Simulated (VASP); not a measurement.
Here is a VASP 6.6.1 calculation.

INCAR

```
PREC = Accurate
ENCUT = 520
EDIFF = 1E-7
ISMEAR = -1
SIGMA = 0.1
LREAL = False
LASPH = True
NELM = 80
ALGO = Normal
ISIF = 2
LWAVE = False
LCHARG = False
GGA = PS
NBANDS = 12
```

The input KPOINTS:

```
Automatic mesh
0
Gamma
  14 14 14
```

File POSCAR:

```
Hg
1.0
   -1.8827683309      1.8827683309      1.8827683309
    1.8827683309     -1.8827683309      1.8827683309
    1.8827683309      1.8827683309     -1.8827683309
Hg
1
Direct
    0.0000000000      0.0000000000      0.0000000000
```

Potentials or basis: VASP PAW PBE potentials, release 64 (Hg).

The run is started by

```console
$ cat potpaw_PBE.64/Hg/POTCAR > POTCAR
$ mpirun -np 1 vasp_std > vasp.out
```

What does it give for the band gap on the k mesh?

Zero (band 6 reaches 3.99 eV, above the bottom of band 7 at 0.69 eV).

What does it give for the pressure?

-2.3 GPa.

Caveat: the PAW data sets were made with another functional, which shifts forces and pressure a little; spin-orbit coupling is left out, which moves the levels of the heavy elements.
